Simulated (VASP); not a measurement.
# Tc (P6_3/mmc) in VASP: a series of runs, part 2 of 2

VASP 6.6.1. Earlier steps stand in the parts before.

### 5 Single point, PBE

INCAR

```
ALGO     = Normal         # electronic algorithm
EDIFF    = 1E-6           # SCF threshold, eV
ENCUT    = 520            # plane-wave cutoff, eV
GGA      = PE             # functional
ISIF     = 2              # what is computed and relaxed
ISMEAR   = -1             # smearing method
LASPH    = True           # aspherical terms in the spheres
LCHARG   = False          # write CHGCAR
LREAL    = False          # projectors in reciprocal space
LWAVE    = False          # write WAVECAR
NBANDS   = 20             # bands
NELM     = 60             # most SCF steps
PREC     = Accurate       # precision mode
SIGMA    = 0.08           # smearing width, eV
```

KPOINTS

```
k-points
0
Gamma
  13 13 7
```

POSCAR

```
Tc
1.0
    2.7400001704      0.0000000000      0.0000000000
   -1.3700000852      2.3729097540      0.0000000000
    0.0000000000      0.0000000000      4.3980000000
Tc
2
Direct
    0.3333333333      0.6666666667      0.2500000000
    0.6666666667      0.3333333333      0.7500000000
```

Potentials or basis: VASP PAW PBE potentials, release 64 (Tc_pv).

Command:

```
cat potpaw_PBE.64/Tc_pv/POTCAR > POTCAR
mpirun -np 1 vasp_std > vasp.out
```

OUTCAR:

```text
EDIFF = 1E-6
   ENCUT = 520
   GGA = PE
   ISIF = 2
   ISMEAR = -1
   LASPH = True
   LREAL = False
   NELM = 60
   PREC = Accurate

 ion  position               nearest neighbor table
   1  0.333  0.667  0.250-   2 2.71   2 2.71   2 2.71   2 2.71   2 2.71   2 2.71
   2  0.667  0.333  0.750-   1 2.71   1 2.71   1 2.71   1 2.71   1 2.71   1 2.71

  LATTYP: Found a hexagonal cell.
 ALAT       =     2.7400001704
 C/A-ratio  =     1.6051093892

  Lattice vectors:

 A1 = (   2.7400001704,   0.0000000000,   0.0000000000)
 A2 = (  -1.3700000852,   2.3729097540,   0.0000000000)
 A3 = (   0.0000000000,   0.0000000000,   4.3980000000)

Analysis of symmetry for initial positions (statically):
=====================================================================
 Subroutine PRICEL returns:
 Original cell was already a primitive cell.

 Routine SETGRP: Setting up the symmetry group for a
 hexagonal supercell.

 Subroutine GETGRP returns: Found 24 space group operations
 (whereof 12 operations were pure point group operations)
 out of a pool of 24 trial point group operations.

The static configuration has the point symmetry D_3d.
 The point group associated with its full space group is D_6h.

Analysis of symmetry for dynamics (positions and initial velocities):
=====================================================================
 Subroutine PRICEL returns:
 Original cell was already a primitive cell.

 Routine SETGRP: Setting up the symmetry group for a
 hexagonal supercell.

 Subroutine GETGRP returns: Found 24 space group operations
 (whereof 12 operations were pure point group operations)
 out of a pool of 24 trial point group operations.

The dynamic configuration has the point symmetry D_3d.
 The point group associated with its full space group is D_6h.

 Subroutine INISYM returns: Found 24 space group operations
 (whereof 12 operations are pure point group operations),
 and found     1 'primitive' translations

----------------------------------------------------------------------------------------

                                     Primitive cell

  volume of cell :      28.5948

  direct lattice vectors                    reciprocal lattice vectors
     2.740000170  0.000000000  0.000000000     0.364963481  0.210711764  0.000000000
    -1.370000085  2.372909754  0.000000000     0.000000000  0.421423528  0.000000000
     0.000000000  0.000000000  4.398000000     0.000000000  0.000000000  0.227376080

  length of vectors
     2.740000170  2.740000170  4.398000000     0.421423528  0.421423528  0.227376080

  position of ions in fractional coordinates (direct lattice)
     0.333333333  0.666666667  0.250000000
     0.666666667  0.333333333  0.750000000

  ion indices of the primitive-cell ions
   primitive index   ion index
                 1           1
                 2           2

----------------------------------------------------------------------------------------

 KPOINTS: k-points

Automatic generation of k-mesh.
 Grid dimensions read from file:
 generate k-points for:   13   13    7

 Generating k-lattice:

  Cartesian coordinates                     Fractional coordinates (reciprocal lattice)
     0.028074114  0.016208597  0.000000000     0.076923077 -0.000000000  0.000000000
     0.000000000  0.032417194  0.000000000     0.000000000  0.076923077  0.000000000
     0.000000000  0.000000000  0.032482297     0.000000000  0.000000000  0.142857143

  Length of vectors
     0.032417194  0.032417194  0.032482297

  Shift w.r.t. Gamma in fractional coordinates (k-lattice)
     0.000000000  0.000000000  0.000000000

 Subroutine IBZKPT returns following result:
 ===========================================

 Found     84 irreducible k-points:

 Following reciprocal coordinates:
            Coordinates               Weight
  0.000000  0.000000  0.000000      1.000000
  0.076923 -0.000000  0.000000      6.000000
  0.153846  0.000000  0.000000      6.000000
  0.230769 -0.000000  0.000000      6.000000
  0.307692  0.000000  0.000000      6.000000
  0.384615 -0.000000  0.000000      6.000000
[... 16 lines left out ...]
  0.076923 -0.000000  0.142857     12.000000
  0.153846  0.000000  0.142857     12.000000
 [... further k-points ...]
   k-points           NKPTS =     84   k-points in BZ     NKDIM =     84   number of bands    NBANDS=     20
   number of dos      NEDOS =    301   number of ions     NIONS =      2
   total plane-waves  NPLWV =  14400
   dimension x,y,z NGX =    20 NGY =   20 NGZ =   36
   dimension x,y,z NGXF=    40 NGYF=   40 NGZF=   72
   ions per type =               2
   NGX,Y,Z   is equivalent  to a cutoff of  12.13, 12.13, 13.61 a.u.
   NGXF,Y,Z  is equivalent  to a cutoff of  24.27, 24.27, 27.22 a.u.
 SYSTEM =  unknown system
   PREC   = accura    normal or accurate (medium, high low for compatibility)
   ISTART =      0    job   : 0-new  1-cont  2-samecut
   ICHARG =      2    charge: 1-file 2-atom 10-const
   ISPIN  =      1    spin polarized calculation?
   LNONCOLLINEAR =      F non collinear calculations
   LSORBIT =      F    spin-orbit coupling
   LASPH  =      T    aspherical Exc in radial PAW
   ENCUT  =  520.0 eV  38.22 Ry    6.18 a.u.   5.09  5.09  8.18*2*pi/ulx,y,z
   NELM   =     60;   NELMIN=  2; NELMDL= -5     # of ELM steps
   EDIFF  = 0.1E-05   stopping-criterion for ELM
   LREAL  =      F    real-space projection
   EDIFFG = 0.1E-04   stopping-criterion for IOM
   NSW    =      0    number of steps for IOM
   IBRION =     -1    ionic relax: 0-MD 1-quasi-New 2-CG
   NFREE  =      0    steps in history (QN), initial steepest desc. (CG)
   ISIF   =      2    stress and relaxation
   ISYM   =      2    0-nonsym 1-usesym 2-fastsym
   POTIM  = 0.5000    time-step for ionic-motion
   TEBEG  =    0.0;   TEEND  =   0.0 temperature during run
   PSTRESS=    0.0 pullay stress
   NELECT =      26.0000    total number of electrons
   NUPDOWN=      -1.0000    fix difference up-down
   EMIN   =  10.00;   EMAX   =-10.00  energy-range for DOS
   EFERMI =   0.00;   METHOD = LEGACY
   ISMEAR =    -1;   SIGMA  =   0.08  broadening in eV -4-tet -1-fermi 0-gaus
   EFERMI_NEDOS =   21; number of points for ismear=-14 and -15
   IALGO  =     38    algorithm
   IMIX   =      4    mixing-type and parameters
     AMIX     =   0.40;   BMIX     =  1.00
     AMIX_MAG =   1.60;   BMIX_MAG =  1.00
  volume/ion in A,a.u.               =      14.30        96.48
  Fermi-wavevector in a.u.,A,eV,Ry     =   1.586002  2.997108 34.224106  2.515401
  Thomas-Fermi vector in A             =   2.685380
   LORBIT       =      0    0 simple, 1 ext, 2 COOP (PROOUT), +10 PAW based schemes
   GGA     = PE    functional components
[... 5 lines left out ...]
 non-spin polarized calculation
  energy-cutoff  :      520.00
  volume of cell :       28.59
 maximum number of plane-waves:       781
   NGX = 11   NGY = 11   NGZ = 17

 number of electron      25.9999998 magnetization

 Free energy of the ion-electron system (eV)
  ---------------------------------------------------
  ext. energy  EPLUGINS =         0.00000000
  ---------------------------------------------------
  free energy    TOTEN  =       -20.71551196 eV

  energy without entropy =      -20.67022471  energy(sigma->0) =      -20.69286833

 E-fermi :  12.6573     XC(G=0): -13.8036

 val. band max:       12.6363987015   @ k =   0.1538   0.1538   0.0000
 cond. band min:      12.6954141234   @ k =   0.0769   0.0769   0.1429
 fundamental gap:      0.0590154219
 Fermi energy:        12.6573086376

 k-point     1 :       0.0000    0.0000    0.0000
  band No.  band energies     occupation
      1     -26.7959      2.00000
      2     -25.6818      2.00000
      3     -25.6818      2.00000
      4     -25.4960      2.00000
      5     -25.4960      2.00000
      6     -25.4645      2.00000
[... 12 lines left out ...]
     19      23.7276      0.00000
     20      26.9821      0.00000

 k-point     2 :       0.0769   -0.0000    0.0000
  band No.  band energies     occupation
      1     -26.7718      2.00000
      2     -25.7364      2.00000
      3     -25.6996      2.00000
      4     -25.5527      2.00000
      5     -25.5036      2.00000
      6     -25.4747      2.00000
[... 12 lines left out ...]
     19      23.6964      0.00000
     20      27.4237      0.00000
[... 465 lines left out ...]
      3     -25.6900      2.00000
      4     -25.5957      2.00000
      5     -25.5135      2.00000
      6     -25.5090      2.00000
[... 12 lines left out ...]
     19      24.5791      0.00000
     20      26.9851      0.00000

 k-point    24 :       0.1538    0.0000    0.1429
  band No.  band energies     occupation
      1     -26.6535      2.00000
      2     -25.8725      2.00000
      3     -25.7496      2.00000
      4     -25.7366      2.00000
      5     -25.5371      2.00000
      6     -25.5322      2.00000
[... 12 lines left out ...]
     19      24.5188      0.00000
     20      28.0496      0.00000

 [... further k-points ...]
[... 5 lines left out ...]
  --------------------------------------------------------------------------------------
  -------------------------------------------------------------------------------------
  Total        0.5275183      0.5275183      0.3635428     -0.0000000      0.0000000     -0.0000000
  in kB       29.5570489     29.5570489     20.3694375     -0.0000000      0.0000000     -0.0000000
  external PRESSURE =      26.4945118 kB  Pullay stress =       0.0000000 kB

 VOLUME and BASIS-vectors are now :
 -----------------------------------------------------------------------------
  energy-cutoff  :      520.00
  volume of cell :       28.59
      direct lattice vectors                 reciprocal lattice vectors
     2.740000170  0.000000000  0.000000000     0.364963481  0.210711764  0.000000000
    -1.370000085  2.372909754  0.000000000     0.000000000  0.421423528  0.000000000
     0.000000000  0.000000000  4.398000000     0.000000000  0.000000000  0.227376080

 POSITION                                       TOTAL-FORCE (eV/Angst)
 -----------------------------------------------------------------------------------
     -0.00000      1.58194      1.09950        -0.000000      0.000000      0.000000
      1.37000      0.79097      3.29850         0.000000     -0.000000      0.000000
 -----------------------------------------------------------------------------------
    total drift:                               -0.000000      0.000000     -0.000000

  FREE ENERGIE OF THE ION-ELECTRON SYSTEM (eV)
  ---------------------------------------------------
  free  energy   TOTEN  =       -20.7155119576 eV

  energy  without entropy=      -20.6702247062  energy(sigma->0) =      -20.69286833
```

Wall time 19 s (1 thread of AMD EPYC 9R45 (Zen 5), shared host); peak memory 0.13 GiB.

Results:

| Quantity | Value |
| --- | --- |
| Free energy | -20.7155 eV |
| Pressure | 2.6 GPa |
| Band gap on the k mesh | zero (bands 13 and 14 overlap by 3.35 eV) |

Levels at points of the mesh, in eV from the Fermi level:
```
           k point  band 10  band 11  band 12  band 13  band 14  band 15  band 16  band 17
(0.00, 0.00, 0.00)    -1.54    -1.49    -0.83    -0.83    -0.12    -0.12     1.67     2.53
```

### 6 Single point, PBE (z stretched by +1.5 % at fixed volume)

INCAR

```
SYSTEM = Tc
PREC = Accurate
ENCUT = 520
EDIFF = 1E-6
ISMEAR = -1
SIGMA = 0.08
LREAL = .FALSE.
LASPH = .TRUE.
NELM = 80
ALGO = Normal
ISIF = 2
LWAVE = .FALSE.
LCHARG = .FALSE.
GGA = PE
NBANDS = 20
```

KPOINTS

```
Automatic mesh
0
G
  17 17 9
  0 0 0
```

POSCAR

```
Tc
1.0
    2.7196785043      0.0000000000      0.0000000000
   -1.3598392522      2.3553106749      0.0000000000
    0.0000000000      0.0000000000      4.4639700000
Tc
2
Direct
    0.3333333333      0.6666666667      0.2500000000
    0.6666666667      0.3333333333      0.7500000000
```

Potentials or basis: VASP PAW PBE potentials, release 64 (Tc_pv).

Command:

```
cat potpaw_PBE.64/Tc_pv/POTCAR > POTCAR
mpirun -np 1 vasp_std > vasp.out
```

Run time: 38 s. Hardware: 1 thread of AMD EPYC 9R45 (Zen 5), shared host; peak memory 0.16 GiB.

It converged, with:

| Property | Result |
| --- | --- |
| Free energy | -20.7065 eV |
| Pressure | 2.6 GPa |
| Band gap on the k mesh | zero (bands 13 and 14 overlap by 2.99 eV) |

Stress tensor (GPa, compression positive):
```
 5.63  0.00  0.00
 0.00  5.63  0.00
 0.00  0.00 -3.52
```

Levels at points of the mesh, in eV from the Fermi level:
| k point | band 9 | band 10 | band 11 | band 12 | band 13 | band 14 | band 15 | band 16 | band 17 | band 18 |
| --- | --- | --- | --- | --- | --- | --- | --- | --- | --- | --- |
| (0.00, 0.00, 0.00) | -1.73 | -1.53 | -1.53 | -0.87 | -0.87 | 0.04 | 0.04 | 1.41 | 2.53 | 2.53 |

Caveat: the stress differs along the axes, from -4 to 6 GPa.

### 7 Overview

```tsv
level	potentials or basis	U	cell	k mesh	gap on the mesh (eV)	pressure (GPa)
PBE	VASP PAW PBE potentials, release 64 (Tc_pv)	-	a = 2.740, b = 2.740, c = 4.398 Å, angles 90.0, 90.0, 120.0°, 2 atoms	5 × 5 × 3	none	1.1
PBE	VASP PAW PBE potentials, release 64 (Tc_pv)	-	a = 2.740, b = 2.740, c = 4.398 Å, angles 90.0, 90.0, 120.0°, 2 atoms	8 × 8 × 4	none	1.8
LDA+U	VASP PAW LDA potentials, release 64 (Tc_pv)	Tc d U = 1.0 eV	a = 2.740, b = 2.740, c = 4.398 Å, angles 90.0, 90.0, 120.0°, 2 atoms	8 × 8 × 4	none	-12.8
PBE	VASP PAW PBE potentials, release 64 (Tc_pv)	-	a = 2.740, b = 2.740, c = 4.398 Å, angles 90.0, 90.0, 120.0°, 2 atoms	13 × 13 × 7	none	2.6
PBE	VASP PAW PBE potentials, release 64 (Tc_pv)	-	a = 2.720, b = 2.720, c = 4.464 Å, angles 90.0, 90.0, 120.0°, 2 atoms	17 × 17 × 9	none	2.6
```

Alike in all rows: task single point; no spin polarisation; cutoff (eV) 520; smearing fermi-dirac 0.08 eV.

Caveats: some runs use coarse meshes; the cell stands under tension (at least some runs); U without spin polarisation on a metal has little footing (at least some runs); the U is typed as a test and isn't derived for this compound (at least some runs); the stress differs along the axes, from -4 to 6 GPa (at least some runs).

Absolute energies hang on the potentials; compare differences alone.

The gap in the log of VASP goes by the Fermi energy; the results here count the filled bands.